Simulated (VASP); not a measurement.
# LuSc in VASP: a series of runs

LuSc is run at these levels: PBE; tasks: single point.

Program: VASP 6.6.1. These are calculated values, not measurements. Logs are shortened: lines on timing, memory, paths and dates and some standing lists are left out, and cuts for length are marked.

## Step 1: The cell of the first run

The typed cell holds 2 atoms: a = 5.303 Å, b = 3.417 Å, c = 3.417 Å, α = 60.03°, β = 90.00°, γ = 90.00°.

The cell was built from a structure type or drawn by symmetry, and may not be a known phase.

## Step 2: Single point, PBE

INCAR reads:

```
ALGO     = Normal         # electronic algorithm
EDIFF    = 1E-6           # SCF threshold, eV
ENCUT    = 520            # plane-wave cutoff, eV
GGA      = PE             # functional
ISIF     = 2              # what is computed and relaxed
ISMEAR   = 0              # smearing method
LASPH    = T              # aspherical terms in the spheres
LCHARG   = F              # write CHGCAR
LREAL    = F              # projectors in reciprocal space
LWAVE    = F              # write WAVECAR
NBANDS   = 25             # bands
NELM     = 100            # most SCF steps
PREC     = Accurate       # precision mode
SIGMA    = 0.2            # smearing width, eV
```

KPOINTS reads:

```
k-points
0
Gamma
  4 7 7
```

POSCAR reads:

```
LuSc
1.0
    5.3030831778      0.0000000000      0.0000000000
    0.0000000000      1.7092279873      2.9587311373
    0.0000000000     -1.7092279873      2.9587311373
Lu Sc
1 1
Direct
    0.0000000000      0.7582588425      0.7582588425
    0.5000000000      0.0917322175      0.0917322175
```

Potentials or basis: VASP PAW PBE potentials, release 64 (Lu, Sc_sv).

Run with:

```bash
> cat potpaw_PBE.64/Lu/POTCAR potpaw_PBE.64/Sc_sv/POTCAR > POTCAR
> mpirun -np 1 vasp_std > vasp.out
```

OUTCAR:

```text
EDIFF = 1E-6
   ENCUT = 520
   GGA = PE
   ISIF = 2
   ISMEAR = 0
   LASPH = T
   LREAL = F
   NELM = 100
   PREC = Accurate

 ion  position               nearest neighbor table
   1  0.000  0.758  0.758-   2 3.31   2 3.31   2 3.31   2 3.31   2 3.31   2 3.31
   2  0.500  0.092  0.092-   1 3.31   1 3.31   1 3.31   1 3.31   1 3.31   1 3.31

  LATTYP: Found a base centered orthorhombic cell.
 ALAT       =     3.4184559746
 B/A-ratio  =     1.7310336358
 C/A-ratio  =     1.5513094851

  Lattice vectors:

 A1 = (   0.0000000000,   1.7092279873,  -2.9587311373)
 A2 = (   0.0000000000,   1.7092279873,   2.9587311373)
 A3 = (   5.3030831778,   0.0000000000,   0.0000000000)

Analysis of symmetry for initial positions (statically):
=====================================================================
 Subroutine PRICEL returns:
 Original cell was already a primitive cell.

 Routine SETGRP: Setting up the symmetry group for a
 base centered orthorhombic supercell.

 Subroutine GETGRP returns: Found  4 space group operations
 (whereof  4 operations were pure point group operations)
 out of a pool of  8 trial point group operations.

The static configuration has the point symmetry C_2v.

Analysis of symmetry for dynamics (positions and initial velocities):
=====================================================================
 Subroutine PRICEL returns:
 Original cell was already a primitive cell.

 Routine SETGRP: Setting up the symmetry group for a
 base centered orthorhombic supercell.

 Subroutine GETGRP returns: Found  4 space group operations
 (whereof  4 operations were pure point group operations)
 out of a pool of  8 trial point group operations.

The dynamic configuration has the point symmetry C_2v.

 Subroutine INISYM returns: Found  4 space group operations
 (whereof  4 operations are pure point group operations),
 and found     1 'primitive' translations

----------------------------------------------------------------------------------------

                                     Primitive cell

  volume of cell :      53.6369

  direct lattice vectors                    reciprocal lattice vectors
     5.303083178  0.000000000  0.000000000     0.188569548  0.000000000  0.000000000
     0.000000000  1.709227987  2.958731137     0.000000000  0.292529729  0.168991360
     0.000000000 -1.709227987  2.958731137     0.000000000 -0.292529729  0.168991360

  length of vectors
     5.303083178  3.416950432  3.416950432     0.188569548  0.337833868  0.337833868

  position of ions in fractional coordinates (direct lattice)
     0.000000000  0.758258842  0.758258842
     0.500000000  0.091732218  0.091732218

  ion indices of the primitive-cell ions
   primitive index   ion index
                 1           1
                 2           2

----------------------------------------------------------------------------------------

 KPOINTS: k-points

Automatic generation of k-mesh.
 Grid dimensions read from file:
 generate k-points for:    4    7    7

 Generating k-lattice:

  Cartesian coordinates                     Fractional coordinates (reciprocal lattice)
     0.047142387  0.000000000  0.000000000     0.250000000  0.000000000  0.000000000
     0.000000000  0.041789961  0.024141623     0.000000000  0.142857143  0.000000000
     0.000000000 -0.041789961  0.024141623     0.000000000  0.000000000  0.142857143

  Length of vectors
     0.047142387  0.048261981  0.048261981

  Shift w.r.t. Gamma in fractional coordinates (k-lattice)
     0.000000000  0.000000000  0.000000000

 Subroutine IBZKPT returns following result:
 ===========================================

 Found     48 irreducible k-points:

 Following reciprocal coordinates:
            Coordinates               Weight
  0.000000  0.000000  0.000000      1.000000
  0.250000  0.000000  0.000000      2.000000
  0.500000  0.000000  0.000000      1.000000
  0.000000  0.142857  0.000000      4.000000
  0.250000  0.142857  0.000000      8.000000
  0.500000  0.142857  0.000000      4.000000
[... 16 lines left out ...]
  0.250000 -0.428571  0.142857      8.000000
  0.500000 -0.428571  0.142857      4.000000
 [... further k-points ...]
   k-points           NKPTS =     48   k-points in BZ     NKDIM =     48   number of bands    NBANDS=     25
   number of dos      NEDOS =    301   number of ions     NIONS =      2
   total plane-waves  NPLWV =  31360
   dimension x,y,z NGX =    40 NGY =   28 NGZ =   28
   dimension x,y,z NGXF=    80 NGYF=   56 NGZF=   56
   ions per type =               1   1
   NGX,Y,Z   is equivalent  to a cutoff of  12.54, 13.62, 13.62 a.u.
   NGXF,Y,Z  is equivalent  to a cutoff of  25.08, 27.25, 27.25 a.u.
 SYSTEM =  unknown system
   PREC   = accura    normal or accurate (medium, high low for compatibility)
   ISTART =      0    job   : 0-new  1-cont  2-samecut
   ICHARG =      2    charge: 1-file 2-atom 10-const
   ISPIN  =      1    spin polarized calculation?
   LNONCOLLINEAR =      F non collinear calculations
   LSORBIT =      F    spin-orbit coupling
   LASPH  =      T    aspherical Exc in radial PAW
   ENCUT  =  520.0 eV  38.22 Ry    6.18 a.u.   9.86  6.35  6.35*2*pi/ulx,y,z
   NELM   =    100;   NELMIN=  2; NELMDL= -5     # of ELM steps
   EDIFF  = 0.1E-05   stopping-criterion for ELM
   LREAL  =      F    real-space projection
   EDIFFG = 0.1E-04   stopping-criterion for IOM
   NSW    =      0    number of steps for IOM
   IBRION =     -1    ionic relax: 0-MD 1-quasi-New 2-CG
   NFREE  =      0    steps in history (QN), initial steepest desc. (CG)
   ISIF   =      2    stress and relaxation
   ISYM   =      2    0-nonsym 1-usesym 2-fastsym
   POTIM  = 0.5000    time-step for ionic-motion
   TEBEG  =    0.0;   TEEND  =   0.0 temperature during run
   PSTRESS=    0.0 pullay stress
   NELECT =      36.0000    total number of electrons
   NUPDOWN=      -1.0000    fix difference up-down
   EMIN   =  10.00;   EMAX   =-10.00  energy-range for DOS
   EFERMI =   0.00;   METHOD = LEGACY
   ISMEAR =     0;   SIGMA  =   0.20  broadening in eV -4-tet -1-fermi 0-gaus
   EFERMI_NEDOS =   21; number of points for ismear=-14 and -15
   IALGO  =     38    algorithm
   IMIX   =      4    mixing-type and parameters
     AMIX     =   0.40;   BMIX     =  1.00
     AMIX_MAG =   1.60;   BMIX_MAG =  1.00
  volume/ion in A,a.u.               =      26.82       180.98
  Fermi-wavevector in a.u.,A,eV,Ry     =   1.433357  2.708652 27.953334  2.054512
  Thomas-Fermi vector in A             =   2.552884
   LORBIT       =      0    0 simple, 1 ext, 2 COOP (PROOUT), +10 PAW based schemes
   GGA     = PE    functional components
   LHFCALC =     F    Hartree Fock is set to
   AEXX    =    0.0000 exact exchange contribution
   IVDW    =     0    specifies the selected vdW correction
   LEPSILON=     F    determine dielectric tensor
   LRPA    =     F    only Hartree local field effects (RPA)
 non-spin polarized calculation
 Gauss-broadening in eV      SIGMA  =   0.20
  energy-cutoff  :      520.00
  volume of cell :       53.64
 maximum number of plane-waves:      1464
 NGX is ok and might be reduce to    40

 number of electron      36.0000000 magnetization

 Free energy of the ion-electron system (eV)
  ---------------------------------------------------
  ext. energy  EPLUGINS =         0.00000000
  ---------------------------------------------------
  free energy    TOTEN  =       -10.78196884 eV

  energy without entropy =      -10.71483753  energy(sigma->0) =      -10.74840318

 E-fermi :   2.8821     XC(G=0): -10.3097

 val. band max:        2.8340490076   @ k =   0.2500   0.4286   0.4286
 cond. band min:       2.9270720722   @ k =   0.2500   0.4286   0.1429
 fundamental gap:      0.0930230646
 Fermi energy:         2.8820650634

 k-point     1 :       0.0000    0.0000    0.0000
  band No.  band energies     occupation
      1     -53.1398      2.00000
      2     -46.6383      2.00000
      3     -25.3249      2.00000
      4     -25.1582      2.00000
      5     -25.1580      2.00000
      6     -23.7944      2.00000
[... 17 lines left out ...]
     24       5.6433      0.00000
     25       5.6512      0.00000

 k-point     2 :       0.2500    0.0000    0.0000
  band No.  band energies     occupation
      1     -53.1397      2.00000
      2     -46.6384      2.00000
      3     -25.3076      2.00000
      4     -25.1578      2.00000
      5     -25.1576      2.00000
      6     -23.8175      2.00000
[... 17 lines left out ...]
     24       6.1479      0.00000
     25       6.1545      0.00000

 k-point     3 :       0.5000    0.0000    0.0000
  band No.  band energies     occupation
      1     -53.1397      2.00000
      2     -46.6385      2.00000
      3     -25.2898      2.00000
      4     -25.1574      2.00000
      5     -25.1571      2.00000
      6     -23.8412      2.00000
[... 17 lines left out ...]
     24       6.6083      0.00000
     25       6.6141      0.00000

 k-point     4 :       0.0000    0.1429    0.0000
  band No.  band energies     occupation
      1     -53.1355      2.00000
      2     -46.6342      2.00000
      3     -25.3136      2.00000
      4     -25.1946      2.00000
      5     -25.1669      2.00000
      6     -23.7903      2.00000
[... 17 lines left out ...]
     24       5.6085      0.00000
     25       6.1206      0.00000

 k-point     5 :       0.2500    0.1429    0.0000
  band No.  band energies     occupation
      1     -53.1355      2.00000
      2     -46.6343      2.00000
      3     -25.3005      2.00000
      4     -25.1953      2.00000
      5     -25.1664      2.00000
      6     -23.8084      2.00000
[... 17 lines left out ...]
     24       6.1015      0.00000
     25       6.4010      0.00000

 k-point     6 :       0.5000    0.1429    0.0000
  band No.  band energies     occupation
      1     -53.1354      2.00000
      2     -46.6344      2.00000
      3     -25.2868      2.00000
      4     -25.1965      2.00000
      5     -25.1658      2.00000
      6     -23.8261      2.00000
[... 17 lines left out ...]
     24       6.5802      0.00000
     25       6.8571      0.00000
[... 393 lines left out ...]
 k-point    21 :       0.5000    0.4286    0.1429
  band No.  band energies     occupation
      1     -53.1198      2.00000
      2     -46.6193      2.00000
      3     -25.3186      2.00000
      4     -25.2766      2.00000
      5     -25.2140      2.00000
      6     -23.9224      2.00000
[... 17 lines left out ...]
     24       6.9444      0.00000
     25       7.4687      0.00000

 k-point    22 :       0.0000   -0.4286    0.1429
  band No.  band energies     occupation
      1     -53.1160      2.00000
      2     -46.6156      2.00000
      3     -25.3378      2.00000
      4     -25.2621      2.00000
      5     -25.2279      2.00000
      6     -23.9918      2.00000
[... 17 lines left out ...]
     24       7.0617      0.00000
     25       7.9514      0.00000

 k-point    23 :       0.2500   -0.4286    0.1429
  band No.  band energies     occupation
      1     -53.1160      2.00000
      2     -46.6156      2.00000
      3     -25.3424      2.00000
      4     -25.2681      2.00000
      5     -25.2276      2.00000
      6     -23.9849      2.00000
[... 17 lines left out ...]
     24       7.0113      0.00000
     25       7.2097      0.00000

 k-point    24 :       0.5000   -0.4286    0.1429
  band No.  band energies     occupation
      1     -53.1160      2.00000
      2     -46.6156      2.00000
      3     -25.3467      2.00000
      4     -25.2744      2.00000
      5     -25.2271      2.00000
      6     -23.9779      2.00000
[... 17 lines left out ...]
     24       6.7607      0.00000
     25       7.3791      0.00000

 [... further k-points ...]
[... 5 lines left out ...]
  --------------------------------------------------------------------------------------
  -------------------------------------------------------------------------------------
  Total        0.0376813      0.0545963      0.0653384      0.0000000      0.0000000      0.0000000
  in kB        1.1255702      1.6308338      1.9517099      0.0000000      0.0000000      0.0000000
  external PRESSURE =       1.5693713 kB  Pullay stress =       0.0000000 kB

 VOLUME and BASIS-vectors are now :
 -----------------------------------------------------------------------------
  energy-cutoff  :      520.00
  volume of cell :       53.64
      direct lattice vectors                 reciprocal lattice vectors
     5.303083178  0.000000000  0.000000000     0.188569548  0.000000000  0.000000000
     0.000000000  1.709227987  2.958731137     0.000000000  0.292529729  0.168991360
     0.000000000 -1.709227987  2.958731137     0.000000000 -0.292529729  0.168991360

 POSITION                                       TOTAL-FORCE (eV/Angst)
 -----------------------------------------------------------------------------------
      0.00000      0.00000      4.48697         0.000000      0.000000      0.000426
      2.65154      0.00000      0.54282         0.000000      0.000000     -0.000426
 -----------------------------------------------------------------------------------
    total drift:                               -0.000000     -0.000000     -0.000005

  FREE ENERGIE OF THE ION-ELECTRON SYSTEM (eV)
  ---------------------------------------------------
  free  energy   TOTEN  =       -10.7819688367 eV

  energy  without entropy=      -10.7148375264  energy(sigma->0) =      -10.74840318
```

Run time: 2.2 min. Hardware: 1 thread of Oxide Virtual Turin-like, shared host; peak memory 0.19 GiB.

What came out:

* Free energy: -10.7820 eV
* Pressure: 0.2 GPa
* Band gap on the k mesh: zero (bands 18 and 19 overlap by 1.44 eV)

Levels at points of the mesh, in eV from the Fermi level:
| k point | band 16 | band 17 | band 18 | band 19 | band 20 | band 21 |
| --- | --- | --- | --- | --- | --- | --- |
| (0.00, 0.00, 0.00) | -4.72 | -1.96 | 0.71 | 1.63 | 1.63 | 2.12 |
| (0.50, 0.00, 0.00) | -4.45 | -3.47 | 0.93 | 1.31 | 1.49 | 1.50 |

Caveat: spin-orbit coupling is left out, which moves the levels of the heavy elements.

## Step 3: Single point, PBE

This run uses another cell than the first one: it holds 4 atoms, not 2.

INCAR reads:

```
SYSTEM = LuSc
PREC     = Accurate       ! precision mode
ENCUT    = 520            ! plane-wave cutoff, eV
EDIFF    = 1E-6           ! SCF threshold, eV
ISMEAR   = 0              ! smearing method
SIGMA    = 0.2            ! smearing width, eV
LREAL    = .FALSE.        ! projectors in reciprocal space
LASPH    = .TRUE.         ! aspherical terms in the spheres
NELM     = 60             ! most SCF steps
ALGO     = Normal         ! electronic algorithm
ISIF     = 2              ! what is computed and relaxed
LWAVE    = .FALSE.        ! write WAVECAR
LCHARG   = .FALSE.        ! write CHGCAR
GGA      = PE             ! functional
NBANDS   = 44             ! bands
```

KPOINTS reads:

```
Automatic mesh
0
G
  6 6 2
  0 0 0
```

POSCAR reads:

```
LuSc
1.0
    3.4192724794      0.0000000000      0.0000000000
   -1.7096362397      2.9611768296      0.0000000000
    0.0000000000      0.0000000000     10.6080271700
Lu Sc
2 2
Direct
    0.6666666667      0.3333333333      0.0000000000
    0.6666666667      0.3333333333      0.5000000000
    1.0000000000      0.0000000000      0.2500000000
    1.0000000000      0.0000000000      0.7500000000
```

Potentials or basis: VASP PAW PBE potentials, release 64 (Lu, Sc_sv).

Run with:

```bash
> cat potpaw_PBE.64/Lu/POTCAR potpaw_PBE.64/Sc_sv/POTCAR > POTCAR
> mpirun -np 1 vasp_std > vasp.out
```

It took 2.1 min on 1 thread of Oxide Virtual Turin-like, shared host; peak memory 0.23 GiB.

Results (log left out):

| Item | Value |
| --- | --- |
| Free energy | -21.5736 eV |
| Pressure | 0.1 GPa |
| Band gap on the k mesh | zero (bands 36 and 37 overlap by 1.37 eV) |

Stress tensor (GPa, compression positive):
```
 0.10  0.00  0.00
 0.00  0.10  0.00
 0.00  0.00 -0.04
```

Levels at points of the mesh, in eV from the Fermi level:
```csv
k point,band 32,band 33,band 34,band 35,band 36,band 37,band 38,band 39,band 40,band 41
"(0.00, 0.00, 0.00)",-4.47,-3.48,-1.98,0.69,0.92,1.30,1.48,1.48,1.61,1.61
"(0.50, 0.00, 0.00)",-1.94,-1.69,-1.13,-0.77,-0.37,0.05,0.11,1.12,1.42,1.43
"(0.00, 0.00, 0.50)",-4.74,-2.53,-2.53,0.61,0.61,1.50,1.50,1.50,1.50,1.84
"(0.50, 0.00, 0.50)",-2.09,-1.37,-1.37,-0.36,-0.36,-0.22,-0.22,1.41,1.41,1.71
```

Caveat: spin-orbit coupling is left out, which moves the levels of the heavy elements.
